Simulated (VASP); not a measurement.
Here is a VASP 6.6.1 calculation.

File INCAR:

```
PREC = Accurate ; ENCUT = 520
EDIFF = 1E-6 ; ISMEAR = 0
SIGMA = 0.2 ; LREAL = False
LASPH = True ; NELM = 60
ALGO = Normal ; ISIF = 2
LWAVE = False ; LCHARG = False
GGA = PE ; NBANDS = 59
```

Contents of KPOINTS:

```
Automatic mesh
0
Gamma
  4 6 6
```

The input POSCAR:

```
Hf2TiN3
1.0
    0.0000000000      0.0000000000      5.3527471000
    5.3624732972      0.0000000289      0.0000000000
   -2.6812366736      4.6440380880      0.0000000000
Hf Ti N
4 2 6
Direct
    0.5000000000      0.0000000000      0.0000000000
    0.0000000000      0.3351200000      0.3351200000
    0.0000000000      0.0000000000      0.6648800000
    0.0000000000      0.6648800000      1.0000000000
    0.5000000000      0.6666666667      0.3333333333
    0.5000000000      0.3333333333      0.6666666667
    0.7441950000      0.3377795000      1.0000000000
    0.7441950000      0.0000000000      0.3377795000
    0.7441950000      0.6622205000      0.6622205000
    0.2558050000      0.3377795000      1.0000000000
    0.2558050000      0.0000000000      0.3377795000
    0.2558050000      0.6622205000      0.6622205000
```

Potentials or basis: VASP PAW PBE potentials, release 64 (Hf_pv, Ti_sv, N).

Launch:

```bash
$ cat potpaw_PBE.64/Hf_pv/POTCAR potpaw_PBE.64/Ti_sv/POTCAR potpaw_PBE.64/N/POTCAR > POTCAR
$ mpirun -np 1 vasp_std > vasp.out
```

Task: What does it give for the largest force?

Result: 0.109 eV/Å.

Task: Predict the pressure.

Result: -1.4 GPa.

Task: What does it give for the band gap on the k mesh?

Result: Zero (bands 47 and 48 overlap by 0.89 eV).

Forces in eV/Å, atoms in the order of the input:
```
Hf   0.000  0.000  0.000
Hf   0.014  0.024  0.000
Hf   0.014 -0.024  0.000
Hf  -0.028  0.000  0.000
Ti   0.000  0.000  0.000
Ti   0.000  0.000  0.000
N   -0.071  0.000  0.082
N    0.036 -0.062  0.082
N    0.036  0.062  0.082
N   -0.071  0.000 -0.082
N    0.036 -0.062 -0.082
N    0.036  0.062 -0.082
```

Caveat: spin-orbit coupling is left out, which moves the levels of the heavy elements.
